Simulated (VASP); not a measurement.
# ReBi (zincblende type) (F-43m) in VASP: notebook

ReBi (zincblende type) is run at these levels: PBE+D4, PBE; tasks: single point, relaxation of cell and atoms.

Everything below comes from runs of VASP 6.6.1. Logs are shortened: lines on timing, memory, paths and dates and some standing lists are left out, and cuts for length are marked.

**1. The cell of the first run**

It takes space group F-43m (No. 216, cubic). Conventional cell: a = 6.226 Å, b = 6.226 Å, c = 6.226 Å, α = 90.00°, β = 90.00°, γ = 90.00°. Within 3.6 Å of Re (site symmetry -43m) lie 4 Bi at 2.70 Å. Bi (site symmetry -43m) has 4 Re at 2.70 Å within 3.6 Å.

**2. Single point, PBE+D4**

The input, INCAR:

```
SYSTEM = ReBi
PREC     = Accurate       ! precision mode
ENCUT    = 520            ! plane-wave cutoff, eV
EDIFF    = 1E-6           ! SCF threshold, eV
ISMEAR   = -1             ! smearing method
SIGMA    = 0.1            ! smearing width, eV
LREAL    = .False.        ! projectors in reciprocal space
LASPH    = .True.         ! aspherical terms in the spheres
NELM     = 80             ! most SCF steps
ALGO     = Normal         ! electronic algorithm
ISIF     = 2              ! what is computed and relaxed
LWAVE    = .False.        ! write WAVECAR
LCHARG   = .True.         ! write CHGCAR
GGA      = PE             ! functional
IVDW     = 13             ! dispersion correction
LELF     = .True.         ! ELF
LVHAR    = .True.       
NBANDS   = 18             ! bands
```

The input, KPOINTS:

```
Automatic mesh
0
Gamma
  11 11 11
  0 0 0
```

The input, POSCAR:

```
ReBi
1.0
    0.0000000000      3.1127689995      3.1127689995
    3.1127689995      0.0000000000      3.1127689995
    3.1127689995      3.1127689995      0.0000000000
Re Bi
1 1
Direct
    0.0000000000      0.0000000000      0.0000000000
    0.2500000000      0.2500000000      0.2500000000
```

Potentials or basis: VASP PAW PBE potentials, release 64 (Re, Bi_d).

On the command line:

```sh
$ cat potpaw_PBE.64/Re/POTCAR potpaw_PBE.64/Bi_d/POTCAR > POTCAR
$ mpirun -np 1 vasp_std > vasp.out
```

OUTCAR:

```text
SYSTEM = ReBi
   PREC = Accurate
   ENCUT = 520
   EDIFF = 1E-6
   ISMEAR = -1
   LREAL = .False.
   LASPH = .True.
   NELM = 80
   ISIF = 2
   GGA = PE
   IVDW = 13

 ion  position               nearest neighbor table
   1  0.000  0.000  0.000-   2 2.70   2 2.70   2 2.70   2 2.70
   2  0.250  0.250  0.250-   1 2.70   1 2.70   1 2.70   1 2.70

  LATTYP: Found a face centered cubic cell.
 ALAT       =     6.2255379990

  Lattice vectors:

 A1 = (   0.0000000000,   3.1127689995,   3.1127689995)
 A2 = (   3.1127689995,   0.0000000000,   3.1127689995)
 A3 = (   3.1127689995,   3.1127689995,   0.0000000000)

Analysis of symmetry for initial positions (statically):
=====================================================================
 Subroutine PRICEL returns:
 Original cell was already a primitive cell.

 Routine SETGRP: Setting up the symmetry group for a
 face centered cubic supercell.

 Subroutine GETGRP returns: Found 24 space group operations
 (whereof 24 operations were pure point group operations)
 out of a pool of 48 trial point group operations.

The static configuration has the point symmetry T_d .

Analysis of symmetry for dynamics (positions and initial velocities):
=====================================================================
 Subroutine PRICEL returns:
 Original cell was already a primitive cell.

 Routine SETGRP: Setting up the symmetry group for a
 face centered cubic supercell.

 Subroutine GETGRP returns: Found 24 space group operations
 (whereof 24 operations were pure point group operations)
 out of a pool of 48 trial point group operations.

The dynamic configuration has the point symmetry T_d .

 Subroutine INISYM returns: Found 24 space group operations
 (whereof 24 operations are pure point group operations),
 and found     1 'primitive' translations

----------------------------------------------------------------------------------------

                                     Primitive cell

  volume of cell :      60.3213

  direct lattice vectors                    reciprocal lattice vectors
     0.000000000  3.112769000  3.112769000    -0.160628688  0.160628688  0.160628688
     3.112769000  0.000000000  3.112769000     0.160628688 -0.160628688  0.160628688
     3.112769000  3.112769000  0.000000000     0.160628688  0.160628688 -0.160628688

  length of vectors
     4.402120136  4.402120136  4.402120136     0.278217049  0.278217049  0.278217049

  position of ions in fractional coordinates (direct lattice)
     0.000000000  0.000000000  0.000000000
     0.250000000  0.250000000  0.250000000

  ion indices of the primitive-cell ions
   primitive index   ion index
                 1           1
                 2           2

----------------------------------------------------------------------------------------

 KPOINTS: Automatic mesh

Automatic generation of k-mesh.
 Grid dimensions read from file:
 generate k-points for:   11   11   11

 Generating k-lattice:

  Cartesian coordinates                     Fractional coordinates (reciprocal lattice)
    -0.014602608  0.014602608  0.014602608     0.090909091  0.000000000  0.000000000
     0.014602608 -0.014602608  0.014602608     0.000000000  0.090909091  0.000000000
     0.014602608  0.014602608 -0.014602608     0.000000000  0.000000000  0.090909091

  Length of vectors
     0.025292459  0.025292459  0.025292459

  Shift w.r.t. Gamma in fractional coordinates (k-lattice)
     0.000000000  0.000000000  0.000000000

 Subroutine IBZKPT returns following result:
 ===========================================

 Found     56 irreducible k-points:

 Following reciprocal coordinates:
            Coordinates               Weight
  0.000000  0.000000  0.000000      1.000000
  0.090909  0.000000  0.000000      8.000000
  0.181818  0.000000  0.000000      8.000000
  0.272727  0.000000  0.000000      8.000000
  0.363636  0.000000  0.000000      8.000000
  0.454545  0.000000  0.000000      8.000000
[... 16 lines left out ...]
 -0.272727  0.181818  0.000000     24.000000
 -0.181818  0.181818  0.000000     12.000000
 [... further k-points ...]
   k-points           NKPTS =     56   k-points in BZ     NKDIM =     56   number of bands    NBANDS=     18
   number of dos      NEDOS =    301   number of ions     NIONS =      2
   total plane-waves  NPLWV =  46656
   dimension x,y,z NGX =    36 NGY =   36 NGZ =   36
   dimension x,y,z NGXF=    72 NGYF=   72 NGZF=   72
   ions per type =               1   1
   NGX,Y,Z   is equivalent  to a cutoff of  13.60, 13.60, 13.60 a.u.
   NGXF,Y,Z  is equivalent  to a cutoff of  27.19, 27.19, 27.19 a.u.
 SYSTEM =  ReBi
   PREC   = accura    normal or accurate (medium, high low for compatibility)
   ISTART =      0    job   : 0-new  1-cont  2-samecut
   ICHARG =      2    charge: 1-file 2-atom 10-const
   ISPIN  =      1    spin polarized calculation?
   LNONCOLLINEAR =      F non collinear calculations
   LSORBIT =      F    spin-orbit coupling
   LASPH  =      T    aspherical Exc in radial PAW
   ENCUT  =  520.0 eV  38.22 Ry    6.18 a.u.   8.19  8.19  8.19*2*pi/ulx,y,z
   NELM   =     80;   NELMIN=  2; NELMDL= -5     # of ELM steps
   EDIFF  = 0.1E-05   stopping-criterion for ELM
   LREAL  =      F    real-space projection
   EDIFFG = 0.1E-04   stopping-criterion for IOM
   NSW    =      0    number of steps for IOM
   IBRION =     -1    ionic relax: 0-MD 1-quasi-New 2-CG
   NFREE  =      0    steps in history (QN), initial steepest desc. (CG)
   ISIF   =      2    stress and relaxation
   ISYM   =      2    0-nonsym 1-usesym 2-fastsym
   POTIM  = 0.5000    time-step for ionic-motion
   TEBEG  =    0.0;   TEEND  =   0.0 temperature during run
   PSTRESS=    0.0 pullay stress
   NELECT =      22.0000    total number of electrons
   NUPDOWN=      -1.0000    fix difference up-down
   EMIN   =  10.00;   EMAX   =-10.00  energy-range for DOS
   EFERMI =   0.00;   METHOD = LEGACY
   ISMEAR =    -1;   SIGMA  =   0.10  broadening in eV -4-tet -1-fermi 0-gaus
   EFERMI_NEDOS =   21; number of points for ismear=-14 and -15
   IALGO  =     38    algorithm
   IMIX   =      4    mixing-type and parameters
     AMIX     =   0.40;   BMIX     =  1.00
     AMIX_MAG =   1.60;   BMIX_MAG =  1.00
  volume/ion in A,a.u.               =      30.16       203.53
[... 20 lines left out ...]
  ext. energy  EPLUGINS =         0.00000000
  ---------------------------------------------------
  free energy    TOTEN  =       -12.37001354 eV

  energy without entropy =      -12.21757034  energy(sigma->0) =      -12.29379194

 E-fermi :   4.4356     XC(G=0):  -9.7956

 val. band max:        4.4326969765   @ k =  -0.2727   0.4545   0.1818
 cond. band min:       4.4780302735   @ k =  -0.4545   0.3636   0.0909
 fundamental gap:      0.0453332970
 Fermi energy:         4.4355991977

 k-point     1 :       0.0000    0.0000    0.0000
  band No.  band energies     occupation
      1     -17.7275      2.00000
      2     -17.7275      2.00000
      3     -17.7275      2.00000
      4     -17.6843      2.00000
      5     -17.6843      2.00000
      6      -7.1422      2.00000
[... 10 lines left out ...]
     17      11.2991      0.00000
     18      11.2992      0.00000

 k-point     2 :       0.0909    0.0000    0.0000
  band No.  band energies     occupation
      1     -17.7287      2.00000
      2     -17.7275      2.00000
      3     -17.7275      2.00000
      4     -17.6838      2.00000
      5     -17.6838      2.00000
      6      -7.0814      2.00000
[... 10 lines left out ...]
     17      11.5864      0.00000
     18      11.5864      0.00000

 k-point     3 :       0.1818    0.0000    0.0000
  band No.  band energies     occupation
      1     -17.7319      2.00000
      2     -17.7275      2.00000
      3     -17.7275      2.00000
      4     -17.6826      2.00000
      5     -17.6826      2.00000
      6      -6.9116      2.00000
[... 10 lines left out ...]
     17      12.1040      0.00000
     18      12.1041      0.00000

 k-point     4 :       0.2727    0.0000    0.0000
  band No.  band energies     occupation
      1     -17.7362      2.00000
      2     -17.7273      2.00000
      3     -17.7273      2.00000
      4     -17.6813      2.00000
      5     -17.6813      2.00000
      6      -6.6721      2.00000
[... 10 lines left out ...]
     17      12.5683      0.00000
     18      12.5687      0.00000

 k-point     5 :       0.3636    0.0000    0.0000
  band No.  band energies     occupation
      1     -17.7401      2.00000
      2     -17.7270      2.00000
      3     -17.7270      2.00000
      4     -17.6804      2.00000
      5     -17.6804      2.00000
      6      -6.4314      2.00000
[... 10 lines left out ...]
     17      12.8650      0.00000
     18      12.8658      0.00000

 k-point     6 :       0.4545    0.0000    0.0000
  band No.  band energies     occupation
      1     -17.7425      2.00000
      2     -17.7267      2.00000
      3     -17.7267      2.00000
      4     -17.6798      2.00000
      5     -17.6798      2.00000
      6      -6.2769      2.00000
[... 10 lines left out ...]
     17      12.9947      0.00000
     18      12.9948      0.00000

 k-point     7 :       0.0909    0.0909    0.0000
  band No.  band energies     occupation
      1     -17.7297      2.00000
      2     -17.7272      2.00000
      3     -17.7272      2.00000
      4     -17.6840      2.00000
      5     -17.6832      2.00000
      6      -7.0611      2.00000
[... 10 lines left out ...]
     17      11.9932      0.00000
     18      11.9933      0.00000

 k-point     8 :       0.1818    0.0909    0.0000
  band No.  band energies     occupation
      1     -17.7324      2.00000
      2     -17.7273      2.00000
      3     -17.7269      2.00000
      4     -17.6835      2.00000
      5     -17.6819      2.00000
      6      -6.9272      2.00000
[... 10 lines left out ...]
     17      12.1808      0.00000
     18      12.4923      0.00000
[... 229 lines left out ...]
     17      12.6144      0.00000
     18      13.8056      0.00000

 k-point    20 :       0.4545    0.1818    0.0000
  band No.  band energies     occupation
      1     -17.7416      2.00000
      2     -17.7298      2.00000
      3     -17.7257      2.00000
      4     -17.6816      2.00000
      5     -17.6771      2.00000
      6      -6.2328      2.00000
[... 10 lines left out ...]
     17      12.8834      0.00000
     18      13.8234      0.00000

 k-point    21 :      -0.4545    0.1818    0.0000
  band No.  band energies     occupation
      1     -17.7412      2.00000
      2     -17.7309      2.00000
      3     -17.7262      2.00000
      4     -17.6806      2.00000
      5     -17.6774      2.00000
      6      -6.1423      2.00000
[... 10 lines left out ...]
     17      13.6770      0.00000
     18      14.0526      0.00000

 k-point    22 :      -0.3636    0.1818    0.0000
  band No.  band energies     occupation
      1     -17.7399      2.00000
      2     -17.7309      2.00000
      3     -17.7270      2.00000
      4     -17.6799      2.00000
      5     -17.6783      2.00000
      6      -6.1953      2.00000
[... 10 lines left out ...]
     17      13.4384      0.00000
     18      14.1630      0.00000

 k-point    23 :      -0.2727    0.1818    0.0000
  band No.  band energies     occupation
      1     -17.7380      2.00000
      2     -17.7298      2.00000
      3     -17.7277      2.00000
      4     -17.6799      2.00000
      5     -17.6797      2.00000
      6      -6.3679      2.00000
[... 10 lines left out ...]
     17      13.0877      0.00000
     18      13.2620      0.00000

 k-point    24 :      -0.1818    0.1818    0.0000
  band No.  band energies     occupation
      1     -17.7360      2.00000
      2     -17.7282      2.00000
      3     -17.7281      2.00000
      4     -17.6812      2.00000
      5     -17.6805      2.00000
      6      -6.5908      2.00000
[... 10 lines left out ...]
     17      12.5855      0.00000
     18      12.6571      0.00000

 [... further k-points ...]

------------------------ aborting loop because EDIFF is reached ----------------------------------------

  DFT-D4 for vdW energy calculation

  Edisp (eV):   -1.16291

  FORCE on cell =-STRESS in cart. coord.  units (eV):
  Direction    XX          YY          ZZ          XY          YZ          ZX
  --------------------------------------------------------------------------------------
  -------------------------------------------------------------------------------------
  Total      -1.16585    -1.16585    -1.16585    -0.00000     0.00000     0.00000
  in kB     -30.96574   -30.96574   -30.96574    -0.00000     0.00000     0.00000
  external pressure =      -30.97 kB  Pullay stress =        0.00 kB

 VOLUME and BASIS-vectors are now :
 -----------------------------------------------------------------------------
  energy-cutoff  :      520.00
  volume of cell :       60.32
      direct lattice vectors                 reciprocal lattice vectors
     0.000000000  3.112769000  3.112769000    -0.160628688  0.160628688  0.160628688
     3.112769000  0.000000000  3.112769000     0.160628688 -0.160628688  0.160628688
     3.112769000  3.112769000  0.000000000     0.160628688  0.160628688 -0.160628688

 POSITION                                       TOTAL-FORCE (eV/Angst)
 -----------------------------------------------------------------------------------
      0.00000      0.00000      0.00000        -0.000000     -0.000000     -0.000000
      1.55638      1.55638      1.55638         0.000000      0.000000      0.000000
 -----------------------------------------------------------------------------------
    total drift:                                0.000000      0.000000      0.000000

  FREE ENERGIE OF THE ION-ELECTRON SYSTEM (eV)
  ---------------------------------------------------
  free  energy   TOTEN  =       -13.5329213224 eV

  energy  without entropy=      -13.3804781228  energy(sigma->0) =      -13.45669972
```

Wall time 70 s (1 thread of Intel Xeon Platinum 8488C (Sapphire Rapids), shared host); peak memory 0.23 GiB.

Results:

- Free energy: -13.5329 eV
- Pressure: -3.1 GPa
- Band gap on the k mesh: zero (bands 11 and 12 overlap by 0.02 eV)
- Dispersion energy per atom: -0.581 eV

Levels at points of the mesh, in eV from the Fermi level:
```tsv
k point	band 9	band 10	band 11	band 12	band 13	band 14
(0.00, 0.00, 0.00)	-2.59	-0.25	-0.25	2.23	5.66	5.66
```

Caveat: the cell stands under tension; spin-orbit coupling is left out, which moves the levels of the heavy elements.

**3. Relaxation of cell and atoms, PBE**

This run uses another cell than the first one, of 30.00 Å³/atom.

The input, INCAR:

```
ALGO = Normal
EDIFF = 1E-7
EDIFFG = -0.005
ENCUT = 600
GGA = PE
IBRION = 2
ISIF = 3
ISMEAR = -1
LASPH = True
LCHARG = False
LREAL = False
LWAVE = False
NELM = 80
NSW = 60
PREC = Accurate
SIGMA = 0.1
```

The input, KPOINTS:

```
k-points
0
Gamma
  11 11 11
```

The input, POSCAR:

```
ReBi
1.0
    0.0000000000      3.1072325060      3.1072325060
    3.1072325060      0.0000000000      3.1072325060
    3.1072325060      3.1072325060      0.0000000000
Re Bi
1 1
Direct
    0.0000000000      0.0000000000      0.0000000000
    0.2500000000      0.2500000000      0.2500000000
```

Potentials or basis: VASP PAW PBE potentials, release 64 (Re, Bi_d).

On the command line:

```sh
$ cat potpaw_PBE.64/Re/POTCAR potpaw_PBE.64/Bi_d/POTCAR > POTCAR
$ mpirun -np 1 vasp_std > vasp.out
```

Wall time 2.3 min (1 thread of Intel Xeon Platinum 8488C (Sapphire Rapids), shared host); peak memory 0.25 GiB.

The run converged. Its results:

```
Free energy                           : -12.3705 eV
Relaxed volume                        : 30.16 Å³/atom
Relaxed cell                          : a = 4.402 Å, b = 4.402 Å, c = 4.402 Å, α = 60.00°, β = 60.00°, γ = 60.00°
Space group after relaxing (to 0.1 Å) : F-43m (No. 216)
Energy gained by relaxing             : 0.2 meV/atom
Ionic steps                           : 3
Pressure after relaxing               : 0.0 GPa
Band gap on the k mesh                : zero (bands 11 and 12 overlap by 0.02 eV)
```

The path:
```
step  energy change (eV)  largest force (eV/Å)  pressure (GPa)  volume (Å³)
   1              0.0000                0.0000            0.45        60.00
   2              0.0002                0.0000           -0.53        60.73
   3             -0.0005                0.0000            0.00        60.33
```

Final structure:
```cif
data_structure
_symmetry_space_group_name_H-M 'P 1'
_symmetry_Int_Tables_number 1
_cell_length_a 4.4022
_cell_length_b 4.4022
_cell_length_c 4.4022
_cell_angle_alpha 60.000
_cell_angle_beta 60.000
_cell_angle_gamma 60.000
_cell_volume 60.33
loop_
_atom_site_label
_atom_site_type_symbol
_atom_site_fract_x
_atom_site_fract_y
_atom_site_fract_z
_atom_site_occupancy
Re1 Re 0.00000 0.00000 0.00000 1
Bi1 Bi 0.25000 0.25000 0.25000 1
```

Levels at points of the mesh, in eV from the Fermi level:
| k point | band 8 | band 9 | band 10 | band 11 | band 12 | band 13 | band 14 | band 15 |
| --- | --- | --- | --- | --- | --- | --- | --- | --- |
| (0.00, 0.00, 0.00) | -2.59 | -2.59 | -0.25 | -0.25 | 2.23 | 5.65 | 5.65 | 5.65 |

Caveat: spin-orbit coupling is left out, which moves the levels of the heavy elements.

**4. Single point, PBE, collinear spin**

This run uses another cell than the first one, of 23.53 Å³/atom.

The input, INCAR:

```
PREC = Accurate
ENCUT = 520
EDIFF = 1E-7
ISMEAR = -4
SIGMA = 0.1
LREAL = F
LASPH = T
NELM = 150
ALGO = Normal
ISIF = 2
LWAVE = F
LCHARG = T
ISPIN = 2
MAGMOM = -1 -4
LORBIT = 11
LMAXMIX = 4
GGA = PE
LELF = T
LVHAR = T
NBANDS = 22
```

The input, KPOINTS:

```
Automatic mesh
0
Gamma
  11 11 11
```

The input, POSCAR:

```
ReBi
1.0
    0.0000000000      2.8653549392      2.8653549392
    2.8653549392      0.0000000000      2.8653549392
    2.8653549392      2.8653549392      0.0000000000
Re Bi
1 1
Direct
    0.0000000000      0.0000000000      0.0000000000
    0.2500000000      0.2500000000      0.2500000000
```

On the command line:

```sh
$ cat potpaw_PBE.64/Re/POTCAR potpaw_PBE.64/Bi_d/POTCAR > POTCAR
$ mpirun -np 1 vasp_std > vasp.out
```

Run time: 2.1 min. Hardware: 1 thread of Intel Xeon Platinum 8488C (Sapphire Rapids), shared host; peak memory 0.25 GiB.

It converged, with:

```yaml
Free_energy: -11.1390 eV
Pressure: 35.5 GPa
Net_moment: 0.00 μB per cell
Valence_electrons_inside_the_program's_atomic_spheres: Re 6.29; Bi 13.37
```

Levels at points of the mesh, in eV from the Fermi level:
Spin up:
```tsv
k point	band 9	band 10	band 11	band 12	band 13	band 14
(0.00, 0.00, 0.00)	-3.26	-0.30	-0.30	3.59	7.50	7.50
```
Spin down:
```
           k point  band 8  band 9  band 10  band 11  band 12  band 13  band 14  band 15
(0.00, 0.00, 0.00)   -3.26   -3.26    -0.30    -0.30     3.59     7.50     7.50     7.50
```

Caveat: the cell stands under pressure; spin-orbit coupling is left out, which moves the levels of the heavy elements.

**5. The runs side by side**

| task | level | spin | cell | cutoff (eV) | smearing | gap on the mesh (eV) | pressure (GPa) |
| --- | --- | --- | --- | --- | --- | --- | --- |
| single point | PBE+D4 | off | a = 4.402 Å, angles 60.0°, 2 atoms | 520 | fermi-dirac 0.1 eV | none | -3.1 |
| relaxation of cell and atoms | PBE | off | relaxed from a = 4.394 Å, angles 60.0°, 2 atoms | 600 | fermi-dirac 0.1 eV | none | 0.0 |
| single point | PBE | collinear | a = 4.052 Å, angles 60.0°, 2 atoms | 520 | tetrahedron | - | 35.5 |

Alike in all rows: potentials or basis VASP PAW PBE potentials, release 64 (Re, Bi_d); k mesh 11 × 11 × 11.

Caveats: spin-orbit coupling is left out, which moves the levels of the heavy elements; the cell stands under tension (at least some runs); the cell stands under pressure (at least some runs).

Absolute energies hang on the potentials; compare differences alone.
